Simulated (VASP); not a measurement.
# In2Au (Fm-3m) in VASP: further runs

Runs on In2Au. Level: LDA. Tasks: single point.

All numbers are computed with VASP 6.6.1; they aren't measurements. Logs are shortened: lines on timing, memory, paths and dates and some standing lists are left out, and cuts for length are marked.

**1. The cell of the first run**

It takes space group Fm-3m (No. 225, cubic). The conventional cell has a = 6.502 Å, b = 6.502 Å, c = 6.502 Å, α = 90.00°, β = 90.00°, γ = 90.00°. Within 3.7 Å of In (site symmetry -43m) lie 4 Au at 2.82 Å and 6 In at 3.25 Å. Within 3.7 Å of Au (site symmetry m-3m) lie 8 In at 2.82 Å.

**2. Single point, LDA**

The input, INCAR:

```
SYSTEM = In2Au
PREC = Accurate
ENCUT = 520
EDIFF = 1E-6
ISMEAR = 1
SIGMA = 0.5
LREAL = .False.
LASPH = .True.
NELM = 60
ALGO = Normal
ISIF = 2
LWAVE = .False.
LCHARG = .False.
GGA = CA
NBANDS = 26
```

The input, KPOINTS:

```
Automatic mesh
0
Gamma
  8 8 8
  0 0 0
```

The input, POSCAR:

```
In2Au
1.0
    0.0000000000      3.2510000000      3.2510000000
    3.2510000000      0.0000000000      3.2510000000
    3.2510000000      3.2510000000      0.0000000000
In Au
2 1
Direct
    0.2500000000      0.2500000000      0.2500000000
    0.7500000000      0.7500000000      0.7500000000
    0.0000000000      0.0000000000      0.0000000000
```

Potentials or basis: VASP PAW LDA potentials, release 64 (In_d, Au).

The run is started by

```console
$ cat potpaw_LDA.64/In_d/POTCAR potpaw_LDA.64/Au/POTCAR > POTCAR
$ mpirun -np 1 vasp_std > vasp.out
```

OUTCAR:

```text
SYSTEM = In2Au
   PREC = Accurate
   ENCUT = 520
   EDIFF = 1E-6
   ISMEAR = 1
   LREAL = .False.
   LASPH = .True.
   NELM = 60
   ISIF = 2
   GGA = CA

 ion  position               nearest neighbor table
   1  0.250  0.250  0.250-   3 2.82   3 2.82   3 2.82   3 2.82   2 3.25   2 3.25   2 3.25   2 3.25
                             2 3.25   2 3.25
   2  0.750  0.750  0.750-   3 2.82   3 2.82   3 2.82   3 2.82   1 3.25   1 3.25   1 3.25   1 3.25
                             1 3.25   1 3.25
   3  0.000  0.000  0.000-   2 2.82   2 2.82   2 2.82   1 2.82   2 2.82   1 2.82   1 2.82   1 2.82

  LATTYP: Found a face centered cubic cell.
 ALAT       =     6.5020000000

  Lattice vectors:

 A1 = (   0.0000000000,   3.2510000000,   3.2510000000)
 A2 = (   3.2510000000,   0.0000000000,   3.2510000000)
 A3 = (   3.2510000000,   3.2510000000,   0.0000000000)

Analysis of symmetry for initial positions (statically):
=====================================================================
 Subroutine PRICEL returns:
 Original cell was already a primitive cell.

 Routine SETGRP: Setting up the symmetry group for a
 face centered cubic supercell.

 Subroutine GETGRP returns: Found 48 space group operations
 (whereof 48 operations were pure point group operations)
 out of a pool of 48 trial point group operations.

The static configuration has the point symmetry O_h .

Analysis of symmetry for dynamics (positions and initial velocities):
=====================================================================
 Subroutine PRICEL returns:
 Original cell was already a primitive cell.

 Routine SETGRP: Setting up the symmetry group for a
 face centered cubic supercell.

 Subroutine GETGRP returns: Found 48 space group operations
 (whereof 48 operations were pure point group operations)
 out of a pool of 48 trial point group operations.

The dynamic configuration has the point symmetry O_h .

 Subroutine INISYM returns: Found 48 space group operations
 (whereof 48 operations are pure point group operations),
 and found     1 'primitive' translations

----------------------------------------------------------------------------------------

                                     Primitive cell

  volume of cell :      68.7196

  direct lattice vectors                    reciprocal lattice vectors
     0.000000000  3.251000000  3.251000000    -0.153798831  0.153798831  0.153798831
     3.251000000  0.000000000  3.251000000     0.153798831 -0.153798831  0.153798831
     3.251000000  3.251000000  0.000000000     0.153798831  0.153798831 -0.153798831

  length of vectors
     4.597608291  4.597608291  4.597608291     0.266387390  0.266387390  0.266387390

  position of ions in fractional coordinates (direct lattice)
     0.250000000  0.250000000  0.250000000
     0.750000000  0.750000000  0.750000000
     0.000000000  0.000000000  0.000000000

  ion indices of the primitive-cell ions
   primitive index   ion index
                 1           1
                 2           2
                 3           3

----------------------------------------------------------------------------------------

 KPOINTS: Automatic mesh

Automatic generation of k-mesh.
 Grid dimensions read from file:
 generate k-points for:    8    8    8

 Generating k-lattice:

  Cartesian coordinates                     Fractional coordinates (reciprocal lattice)
    -0.019224854  0.019224854  0.019224854     0.125000000  0.000000000  0.000000000
     0.019224854 -0.019224854  0.019224854     0.000000000  0.125000000  0.000000000
     0.019224854  0.019224854 -0.019224854     0.000000000  0.000000000  0.125000000

  Length of vectors
     0.033298424  0.033298424  0.033298424

  Shift w.r.t. Gamma in fractional coordinates (k-lattice)
     0.000000000  0.000000000  0.000000000

 Subroutine IBZKPT returns following result:
 ===========================================

 Found     29 irreducible k-points:

 Following reciprocal coordinates:
            Coordinates               Weight
  0.000000  0.000000  0.000000      1.000000
  0.125000  0.000000  0.000000      8.000000
  0.250000  0.000000  0.000000      8.000000
  0.375000  0.000000  0.000000      8.000000
  0.500000  0.000000  0.000000      4.000000
  0.125000  0.125000  0.000000      6.000000
[... 16 lines left out ...]
  0.500000  0.250000  0.125000     48.000000
 -0.375000  0.250000  0.125000     24.000000
 [... further k-points ...]
   k-points           NKPTS =     29   k-points in BZ     NKDIM =     29   number of bands    NBANDS=     26
   number of dos      NEDOS =    301   number of ions     NIONS =      3
   total plane-waves  NPLWV =  46656
   dimension x,y,z NGX =    36 NGY =   36 NGZ =   36
   dimension x,y,z NGXF=    72 NGYF=   72 NGZF=   72
   ions per type =               2   1
   NGX,Y,Z   is equivalent  to a cutoff of  13.02, 13.02, 13.02 a.u.
   NGXF,Y,Z  is equivalent  to a cutoff of  26.03, 26.03, 26.03 a.u.
 SYSTEM =  In2Au
   PREC   = accura    normal or accurate (medium, high low for compatibility)
   ISTART =      0    job   : 0-new  1-cont  2-samecut
   ICHARG =      2    charge: 1-file 2-atom 10-const
   ISPIN  =      1    spin polarized calculation?
   LNONCOLLINEAR =      F non collinear calculations
   LSORBIT =      F    spin-orbit coupling
   LASPH  =      T    aspherical Exc in radial PAW
   ENCUT  =  520.0 eV  38.22 Ry    6.18 a.u.   8.55  8.55  8.55*2*pi/ulx,y,z
   NELM   =     60;   NELMIN=  2; NELMDL= -5     # of ELM steps
   EDIFF  = 0.1E-05   stopping-criterion for ELM
   LREAL  =      F    real-space projection
   EDIFFG = 0.1E-04   stopping-criterion for IOM
   NSW    =      0    number of steps for IOM
   IBRION =     -1    ionic relax: 0-MD 1-quasi-New 2-CG
   NFREE  =      0    steps in history (QN), initial steepest desc. (CG)
   ISIF   =      2    stress and relaxation
   ISYM   =      2    0-nonsym 1-usesym 2-fastsym
   POTIM  = 0.5000    time-step for ionic-motion
   TEBEG  =    0.0;   TEEND  =   0.0 temperature during run
   PSTRESS=    0.0 pullay stress
   NELECT =      37.0000    total number of electrons
   NUPDOWN=      -1.0000    fix difference up-down
   EMIN   =  10.00;   EMAX   =-10.00  energy-range for DOS
   EFERMI =   0.00;   METHOD = LEGACY
   ISMEAR =     1;   SIGMA  =   0.50  broadening in eV -4-tet -1-fermi 0-gaus
   EFERMI_NEDOS =   21; number of points for ismear=-14 and -15
   IALGO  =     38    algorithm
   IMIX   =      4    mixing-type and parameters
     AMIX     =   0.40;   BMIX     =  1.00
     AMIX_MAG =   1.60;   BMIX_MAG =  1.00
  volume/ion in A,a.u.               =      22.91       154.58
  Fermi-wavevector in a.u.,A,eV,Ry     =   1.331829  2.516792 24.133582  1.773768
  Thomas-Fermi vector in A             =   2.460810
   LORBIT       =      0    0 simple, 1 ext, 2 COOP (PROOUT), +10 PAW based schemes
   GGA     = CA    functional components
   LHFCALC =     F    Hartree Fock is set to
   AEXX    =    0.0000 exact exchange contribution
   IVDW    =     0    specifies the selected vdW correction
   LEPSILON=     F    determine dielectric tensor
   LRPA    =     F    only Hartree local field effects (RPA)
 non-spin polarized calculation
 Methfessel and Paxton  Order N= 1 SIGMA  =   0.50
  energy-cutoff  :      520.00
  volume of cell :       68.72
 maximum number of plane-waves:      1868
 NGX is ok and might be reduce to    36
   NGX = 17   NGY = 17   NGZ = 17

 number of electron      36.9999987 magnetization

 Free energy of the ion-electron system (eV)
  ---------------------------------------------------
  ext. energy  EPLUGINS =         0.00000000
  ---------------------------------------------------
  free energy    TOTEN  =       -11.68751774 eV

  energy without entropy =      -11.69498165  energy(sigma->0) =      -11.69000571

 E-fermi :   7.8873     XC(G=0): -11.0410

 val. band max:        7.8829231598   @ k =   0.1250   0.1250   0.0000
 cond. band min:       8.0504509543   @ k =   0.0000   0.0000   0.0000
 fundamental gap:      0.1675277945
 Fermi energy:         7.8873117689

 k-point     1 :       0.0000    0.0000    0.0000
  band No.  band energies     occupation
      1      -6.9725      2.00000
      2      -6.9725      2.00000
      3      -6.8176      2.00000
      4      -6.8176      2.00000
      5      -6.8176      2.00000
      6      -6.5352      2.00000
[... 18 lines left out ...]
     25      13.4453     -0.00000
     26      13.4453     -0.00000

 k-point     2 :       0.1250    0.0000    0.0000
  band No.  band energies     occupation
      1      -6.9488      2.00000
      2      -6.9488      2.00000
      3      -6.8179      2.00000
      4      -6.8064      2.00000
      5      -6.8064      2.00000
      6      -6.5449      2.00000
[... 18 lines left out ...]
     25      13.6097     -0.00000
     26      13.6097     -0.00000

 k-point     3 :       0.2500    0.0000    0.0000
  band No.  band energies     occupation
      1      -6.8814      2.00000
      2      -6.8814      2.00000
      3      -6.8073      2.00000
      4      -6.7745      2.00000
      5      -6.7745      2.00000
      6      -6.5733      2.00000
[... 18 lines left out ...]
     25      14.5962     -0.00000
     26      14.5962     -0.00000

 k-point     4 :       0.3750    0.0000    0.0000
  band No.  band energies     occupation
      1      -6.7813      2.00000
      2      -6.7813      2.00000
      3      -6.7728      2.00000
      4      -6.7270      2.00000
      5      -6.7270      2.00000
      6      -6.6175      2.00000
[... 18 lines left out ...]
     25      15.9923     -0.00000
     26      15.9923     -0.00000
[... 496 lines left out ...]
      1      -6.9107      2.00000
      2      -6.8404      2.00000
      3      -6.7669      2.00000
      4      -6.7473      2.00000
      5      -6.7242      2.00000
      6      -6.6199      2.00000
[... 18 lines left out ...]
     25      15.2297     -0.00000
     26      17.4024     -0.00000

 k-point    23 :       0.5000    0.2500    0.1250
  band No.  band energies     occupation
      1      -6.8569      2.00000
      2      -6.8154      2.00000
      3      -6.7112      2.00000
      4      -6.6849      2.00000
      5      -6.6819      2.00000
      6      -6.6670      2.00000
[... 18 lines left out ...]
     25      16.2914     -0.00000
     26      17.3200     -0.00000

 k-point    24 :      -0.3750    0.2500    0.1250
  band No.  band energies     occupation
      1      -6.7880      2.00000
      2      -6.7781      2.00000
      3      -6.7694      2.00000
      4      -6.7300      2.00000
      5      -6.6739      2.00000
      6      -6.6575      2.00000
[... 18 lines left out ...]
     25      15.2749     -0.00000
     26      17.7036     -0.00000

 [... further k-points ...]
[... 5 lines left out ...]
  --------------------------------------------------------------------------------------
  -------------------------------------------------------------------------------------
  Total       -0.4861465     -0.4861465     -0.4861465      0.0000000      0.0000000     -0.0000000
  in kB      -11.3343557    -11.3343557    -11.3343557      0.0000000      0.0000000     -0.0000000
  external PRESSURE =     -11.3343557 kB  Pullay stress =       0.0000000 kB

 VOLUME and BASIS-vectors are now :
 -----------------------------------------------------------------------------
  energy-cutoff  :      520.00
  volume of cell :       68.72
      direct lattice vectors                 reciprocal lattice vectors
     0.000000000  3.251000000  3.251000000    -0.153798831  0.153798831  0.153798831
     3.251000000  0.000000000  3.251000000     0.153798831 -0.153798831  0.153798831
     3.251000000  3.251000000  0.000000000     0.153798831  0.153798831 -0.153798831

 POSITION                                       TOTAL-FORCE (eV/Angst)
 -----------------------------------------------------------------------------------
      1.62550      1.62550      1.62550         0.000000      0.000000     -0.000000
      4.87650      4.87650      4.87650        -0.000000     -0.000000      0.000000
      0.00000      0.00000      0.00000        -0.000000     -0.000000      0.000000
 -----------------------------------------------------------------------------------
    total drift:                                0.000000      0.000000      0.000000

  FREE ENERGIE OF THE ION-ELECTRON SYSTEM (eV)
  ---------------------------------------------------
  free  energy   TOTEN  =       -11.6875177406 eV

  energy  without entropy=      -11.6949816543  energy(sigma->0) =      -11.69000571
```

It took 81 s on 1 thread of AMD EPYC 7R43 (Zen 3), shared host; peak memory 0.16 GiB.

Results:

* Free energy: -11.6875 eV
* Pressure: -1.1 GPa

Caveat: spin-orbit coupling is left out, which moves the levels of the heavy elements.

**3. Single point, LDA**

The input, INCAR:

```
PREC = Accurate
ENCUT = 520
EDIFF = 1E-7
ISMEAR = 1
SIGMA = 0.3
LREAL = F
LASPH = T
NELM = 60
ALGO = Normal
ISIF = 2
LWAVE = F
LCHARG = T
GGA = CA
LELF = T
LVHAR = T
NBANDS = 26
```

The input, KPOINTS:

```
Automatic mesh
0
Gamma
  8 8 8
```

POSCAR is that of step 2.

Potentials or basis: VASP PAW LDA potentials, release 64 (In_d, Au).

The run is started by

```console
$ cat potpaw_LDA.64/In_d/POTCAR potpaw_LDA.64/Au/POTCAR > POTCAR
$ mpirun -np 1 vasp_std > vasp.out
```

Wall time 69 s (1 thread of AMD EPYC 7R43 (Zen 3), shared host); peak memory 0.16 GiB.

Results (log left out):

| Quantity | Value |
| --- | --- |
| Free energy | -11.6919 eV |
| Pressure | -1.1 GPa |

Levels at points of the mesh, in eV from the Fermi level:
| k point | band 17 | band 18 | band 19 | band 20 | band 21 | band 22 |
| --- | --- | --- | --- | --- | --- | --- |
| (0.00, 0.00, 0.00) | 0.18 | 3.08 | 3.08 | 3.08 | 3.77 | 3.77 |
| (0.50, 0.00, 0.00) | -4.68 | 0.86 | 0.86 | 1.71 | 2.74 | 3.64 |
| (0.50, 0.50, 0.00) | -4.25 | -1.90 | -1.90 | -0.30 | 2.45 | 8.96 |

Caveat: spin-orbit coupling is left out, which moves the levels of the heavy elements.

(Continued in part 2 of 2.)
